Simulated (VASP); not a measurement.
# PtS2 in VASP: a series of runs, part 2 of 2

VASP 6.6.1.

## (4) Single point, PBE+D3(BJ)

Contents of INCAR:

```
SYSTEM = PtS2
  PREC = Accurate
  ENCUT = 520
  EDIFF = 1E-6
  ISMEAR = 0
  SIGMA = 0.05
  LREAL = .False.
  LASPH = .True.
  NELM = 60
  ALGO = Normal
  ISIF = 2
  LWAVE = .False.
  LCHARG = .False.
  LDIPOL = .True.
  IDIPOL = 3
  DIPOL = 0.5 0.5 0.383
  GGA = PE
  IVDW = 12
  NBANDS = 31
```

Contents of KPOINTS:

```
regular mesh
0
Gamma
  9 9 1
  0 0 0
```

Contents of POSCAR:

```
PtS2
1.0
    3.5415266177      0.0000000000      0.0000000000
   -1.7707633089      3.0670520191      0.0000000000
    0.0000000000      0.0000000000     22.4670701842
S Pt
4 2
Direct
    0.6666666667      0.3333333333      0.2002931385
    0.3333333333      0.6666666667      0.3108342581
    1.0000000000      1.0000000000      0.4550453178
    0.6666666667      1.3333333333      0.5655864374
    0.0000000000      0.0000000000      0.2555636983
    0.3333333333      0.6666666667      0.5103158776
```

Potentials or basis: VASP PAW PBE potentials, release 64 (S, Pt).

Run with:

```
> cat potpaw_PBE.64/S/POTCAR potpaw_PBE.64/Pt/POTCAR > POTCAR
> mpirun -np 1 vasp_std > vasp.out
```

OUTCAR:

```text
SYSTEM = PtS2
   PREC = Accurate
   ENCUT = 520
   EDIFF = 1E-6
   ISMEAR = 0
   LREAL = .False.
   LASPH = .True.
   NELM = 60
   ISIF = 2
   GGA = PE
   IVDW = 12
 IVDW          = 12

 ion  position               nearest neighbor table
   1  0.667  0.333  0.200-   5 2.39   5 2.39   5 2.39
   2  0.333  0.667  0.311-   5 2.39   5 2.39   5 2.39
   3  0.000  0.000  0.455-   6 2.39   6 2.39   6 2.39
   4  0.667  0.333  0.566-   6 2.39   6 2.39   6 2.39
   5  0.000  0.000  0.256-   1 2.39   2 2.39   1 2.39   2 2.39   1 2.39   2 2.39
   6  0.333  0.667  0.510-   4 2.39   4 2.39   3 2.39   3 2.39   3 2.39   4 2.39

  LATTYP: Found a hexagonal cell.
 ALAT       =     3.5415266177
 C/A-ratio  =     6.3438942042

  Lattice vectors:

 A1 = (   3.5415266177,   0.0000000000,   0.0000000000)
 A2 = (  -1.7707633089,   3.0670520191,   0.0000000000)
 A3 = (   0.0000000000,   0.0000000000,  22.4670701842)

Analysis of symmetry for initial positions (statically):
=====================================================================
 Subroutine PRICEL returns:
 Original cell was already a primitive cell.

[... 177 lines left out ...]
  band No.  band energies     occupation
      1     -14.9221      2.00000
      2     -14.8621      2.00000
      3     -12.7614      2.00000
      4     -12.6246      2.00000
      5      -6.3925      2.00000
      6      -6.3925      2.00000
[... 397 lines left out ...]
     30       8.0206      0.00000
     31       8.0206      0.00000

------------------------ aborting loop because EDIFF is reached ----------------------------------------

 vacuum level on the upper side and lower side of the slab       (xc-potential included)        -0.210        -0.210

 Edisp (eV)   -1.92717

 E8    (eV) :    -0.7986

  FORCE on cell =-STRESS in cart. coord.  units (eV):
  Direction    XX          YY          ZZ          XY          YZ          ZX
  --------------------------------------------------------------------------------------
  -------------------------------------------------------------------------------------
  Total      -0.51489    -0.51489    -0.81028     0.00000     0.00000     0.00000
  in kB      -3.38041    -3.38041    -5.31973     0.00000     0.00000     0.00000
  external pressure =       -4.03 kB  Pullay stress =        0.00 kB

 VOLUME and BASIS-vectors are now :
 -----------------------------------------------------------------------------
  energy-cutoff  :      520.00
  volume of cell :      244.04
      direct lattice vectors                 reciprocal lattice vectors
     3.541526618  0.000000000  0.000000000     0.282364107  0.163022993  0.000000000
    -1.770763309  3.067052019  0.000000000     0.000000000  0.326045986  0.000000000
     0.000000000  0.000000000 22.467070184     0.000000000  0.000000000  0.044509586

 POSITION                                       TOTAL-FORCE (eV/Angst)
 -----------------------------------------------------------------------------------
      1.77076      1.02235      4.50000        -0.000000     -0.000000      0.038566
     -0.00000      2.04470      6.98354        -0.000000      0.000000     -0.001821
      0.00000      0.00000     10.22354         0.000000     -0.000000      0.001821
      1.77076      1.02235     12.70707         0.000000      0.000000     -0.038566
      0.00000      0.00000      5.74177        -0.000000     -0.000000      0.075066
     -0.00000      2.04470     11.46530         0.000000     -0.000000     -0.075066
 -----------------------------------------------------------------------------------
    total drift:                                0.000000     -0.000000     -0.000259

  FREE ENERGIE OF THE ION-ELECTRON SYSTEM (eV)
  ---------------------------------------------------
  free  energy   TOTEN  =       -32.8193200346 eV

  energy  without entropy=      -32.8193200346  energy(sigma->0) =      -32.81932003

 vacuum level on the upper side and lower side of the slab         5.282         5.282
```

Wall time 83 s (1 thread of Intel Xeon Platinum 8559C (Emerald Rapids), shared host); peak memory 0.38 GiB.

Results:

```
Free energy                : -32.8193 eV
Largest force              : 0.075 eV/Å
Band gap on the k mesh     : 1.43 eV, indirect (least direct gap 1.57 eV)
Dispersion energy per atom : -0.321 eV
```

Forces in eV/Å, atoms in the order of the input:
```
S    0.000  0.000  0.039
S    0.000  0.000 -0.002
S    0.000  0.000  0.002
S    0.000  0.000 -0.039
Pt   0.000  0.000  0.075
Pt   0.000  0.000 -0.075
```

Caveat: spin-orbit coupling is left out, which moves the levels of the heavy elements.

## (5) Single point, PBE+D3(BJ)

Contents of INCAR:

```
SYSTEM = PtS2
  ALGO = Normal
  DIPOL = 0.5 0.5 0.383
  EDIFF = 1E-7
  ENCUT = 520
  GGA = PE
  IDIPOL = 3
  ISIF = 2
  ISMEAR = 0
  IVDW = 12
  LASPH = .TRUE.
  LCHARG = .FALSE.
  LDIPOL = .TRUE.
  LREAL = .FALSE.
  LWAVE = .FALSE.
  NBANDS = 31
  NELM = 100
  PREC = Accurate
  SIGMA = 0.05
```

Contents of KPOINTS:

```
k-points
0
G
  9 9 1
  0 0 0
```

Contents of POSCAR:

```
PtS2
1.0
    3.5415266177      0.0000000000      0.0000000000
   -1.7707633089      3.0670520191      0.0000000000
    0.0000000000      0.0000000000     22.4670701842
S Pt
4 2
Direct
    0.6666666667      0.3333333333      0.2002931385
    0.3333333333      0.6666666667      0.3108342581
    0.6666666667      1.3333333333      0.4550453178
    0.3333333333      1.6666666667      0.5655864374
    0.0000000000      0.0000000000      0.2555636983
    0.0000000000      1.0000000000      0.5103158776
```

Potentials or basis: VASP PAW PBE potentials, release 64 (S, Pt).

Run with:

```
> cat potpaw_PBE.64/S/POTCAR potpaw_PBE.64/Pt/POTCAR > POTCAR
> mpirun -np 1 vasp_std > vasp.out
```

OUTCAR:

```text
SYSTEM = PtS2
   EDIFF = 1E-7
   ENCUT = 520
   GGA = PE
   ISIF = 2
   ISMEAR = 0
   IVDW = 12
   LASPH = .TRUE.
   LREAL = .FALSE.
   NELM = 100
   PREC = Accurate
 IVDW          = 12

 ion  position               nearest neighbor table
   1  0.667  0.333  0.200-   5 2.39   5 2.39   5 2.39
   2  0.333  0.667  0.311-   5 2.39   5 2.39   5 2.39
   3  0.667  0.333  0.455-   6 2.39   6 2.39   6 2.39
   4  0.333  0.667  0.566-   6 2.39   6 2.39   6 2.39
   5  0.000  0.000  0.256-   1 2.39   2 2.39   1 2.39   2 2.39   1 2.39   2 2.39
   6  0.000  0.000  0.510-   3 2.39   4 2.39   3 2.39   4 2.39   3 2.39   4 2.39

  LATTYP: Found a hexagonal cell.
 ALAT       =     3.5415266177
 C/A-ratio  =     6.3438942042

  Lattice vectors:

 A1 = (   3.5415266177,   0.0000000000,   0.0000000000)
 A2 = (  -1.7707633089,   3.0670520191,   0.0000000000)
 A3 = (   0.0000000000,   0.0000000000,  22.4670701842)

Analysis of symmetry for initial positions (statically):
=====================================================================
 Subroutine PRICEL returns:
 Original cell was already a primitive cell.

 Routine SETGRP: Setting up the symmetry group for a
 hexagonal supercell.

 Subroutine GETGRP returns: Found 12 space group operations
 (whereof  6 operations were pure point group operations)
 out of a pool of 24 trial point group operations.

The static configuration has the point symmetry C_3v.
 The point group associated with its full space group is D_3d.

Analysis of symmetry for dynamics (positions and initial velocities):
=====================================================================
 Subroutine PRICEL returns:
 Original cell was already a primitive cell.

 Routine SETGRP: Setting up the symmetry group for a
 hexagonal supercell.

 Subroutine GETGRP returns: Found 12 space group operations
 (whereof  6 operations were pure point group operations)
 out of a pool of 24 trial point group operations.

The dynamic configuration has the point symmetry C_3v.
 The point group associated with its full space group is D_3d.

[... 121 lines left out ...]
   IVDW    =    12    specifies the selected vdW correction
   LEPSILON=     F    determine dielectric tensor
   LRPA    =     F    only Hartree local field effects (RPA)
 non-spin polarized calculation
 Gauss-broadening in eV      SIGMA  =   0.05
  energy-cutoff  :      520.00
  volume of cell :      244.04
 maximum number of plane-waves:      6671
 NGX is ok and might be reduce to    28
   NGX = 13   NGY = 13   NGZ = 83

 number of electron      43.9999999 magnetization

 dipolmoment           0.000000      0.000000     -0.000006 electrons x Angstroem

 Free energy of the ion-electron system (eV)
  ---------------------------------------------------
  ext. energy  EPLUGINS =         0.00000000
  ---------------------------------------------------
  free energy    TOTEN  =       -30.89816773 eV

  energy without entropy =      -30.89816773  energy(sigma->0) =      -30.89816773

 E-fermi :  -0.3232     XC(G=0):  -5.4322

 val. band max:       -0.5550404019   @ k =   0.1111   0.1111   0.0000
 cond. band min:       0.8621022579   @ k =   0.2222  -0.0000   0.0000
 fundamental gap:      1.4171426598
 Fermi energy:        -0.3231807079

 k-point     1 :       0.0000    0.0000    0.0000
  band No.  band energies     occupation
      1     -14.9242      2.00000
      2     -14.8647      2.00000
      3     -12.7631      2.00000
      4     -12.6276      2.00000
      5      -6.3944      2.00000
      6      -6.3944      2.00000
[... 397 lines left out ...]
     30       7.8588      0.00000
     31       8.1703      0.00000

------------------------ aborting loop because EDIFF is reached ----------------------------------------

 vacuum level on the upper side and lower side of the slab       (xc-potential included)        -0.191        -0.191

 Edisp (eV)   -1.92771

 E8    (eV) :    -0.7989

  FORCE on cell =-STRESS in cart. coord.  units (eV):
  Direction    XX          YY          ZZ          XY          YZ          ZX
  --------------------------------------------------------------------------------------
  -------------------------------------------------------------------------------------
  Total      -0.45749    -0.45749    -0.96639     0.00000     0.00000     0.00000
  in kB      -3.00357    -3.00357    -6.34464     0.00000     0.00000     0.00000
  external pressure =       -4.12 kB  Pullay stress =        0.00 kB

 VOLUME and BASIS-vectors are now :
 -----------------------------------------------------------------------------
  energy-cutoff  :      520.00
  volume of cell :      244.04
      direct lattice vectors                 reciprocal lattice vectors
     3.541526618  0.000000000  0.000000000     0.282364107  0.163022993  0.000000000
    -1.770763309  3.067052019  0.000000000     0.000000000  0.326045986  0.000000000
     0.000000000  0.000000000 22.467070184     0.000000000  0.000000000  0.044509586

 POSITION                                       TOTAL-FORCE (eV/Angst)
 -----------------------------------------------------------------------------------
      1.77076      1.02235      4.50000        -0.000000     -0.000000      0.031079
     -0.00000      2.04470      6.98354        -0.000000     -0.000000      0.000411
      1.77076      1.02235     10.22354         0.000000      0.000000     -0.000411
     -0.00000      2.04470     12.70707         0.000000     -0.000000     -0.031079
      0.00000      0.00000      5.74177        -0.000000      0.000000      0.111685
      0.00000      0.00000     11.46530         0.000000     -0.000000     -0.111685
 -----------------------------------------------------------------------------------
    total drift:                                0.000000      0.000000     -0.000212

  FREE ENERGIE OF THE ION-ELECTRON SYSTEM (eV)
  ---------------------------------------------------
  free  energy   TOTEN  =       -32.8258812683 eV

  energy  without entropy=      -32.8258812683  energy(sigma->0) =      -32.82588127

 vacuum level on the upper side and lower side of the slab         5.306         5.306
```

OSZICAR:

```text
N       E                     dE             d eps       ncg     rms          rms(c)
DAV:   1     0.307126855514E+03    0.30713E+03   -0.18024E+04   744   0.117E+03
DAV:   2    -0.474768588299E+01   -0.31187E+03   -0.29582E+03   980   0.226E+02
DAV:   3    -0.328843348861E+02   -0.28137E+02   -0.27587E+02   908   0.731E+01
[... 12 lines left out ...]
DAV:  16    -0.308981748562E+02    0.10583E-04   -0.14618E-05   995   0.195E-02    0.827E-02
DAV:  17    -0.308981679013E+02    0.69550E-05   -0.13506E-05   884   0.148E-02    0.373E-02
DAV:  18    -0.308981672317E+02    0.66951E-06   -0.77245E-06   939   0.106E-02    0.330E-03
DAV:  19    -0.308981677353E+02   -0.50360E-06   -0.47715E-07   923   0.284E-03    0.294E-03
DAV:  20    -0.308981677294E+02    0.59863E-08   -0.10658E-07   610   0.137E-03
   1 F= -.32825881E+02 E0= -.32825881E+02  d E =-.960401E-12
```

stdout:

```text
POSCAR found type information on POSCAR S Pt
 POSCAR found :  2 types and       6 ions
 scaLAPACK will be used
 LDA part: xc-table for (Slater+PW92), standard interpolation
 POSCAR, INCAR and KPOINTS ok, starting setup
 FFT: planning ... GRIDC
 FFT: planning ... GRID_SOFT
 FFT: planning ... GRID
 WAVECAR not read
 entering main loop
```

Run time: 1.8 min. Hardware: 1 thread of Intel Xeon Platinum 8559C (Emerald Rapids), shared host; peak memory 0.37 GiB.

Results:

```
Free energy                : -32.8259 eV
Largest force              : 0.112 eV/Å
Band gap on the k mesh     : 1.42 eV, indirect (least direct gap 1.56 eV)
Dispersion energy per atom : -0.321 eV
```

Forces on the atoms (eV/Å):
```
S    0.000  0.000  0.031
S    0.000  0.000  0.000
S    0.000  0.000  0.000
S    0.000  0.000 -0.031
Pt   0.000  0.000  0.112
Pt   0.000  0.000 -0.112
```

Caveat: spin-orbit coupling is left out, which moves the levels of the heavy elements.
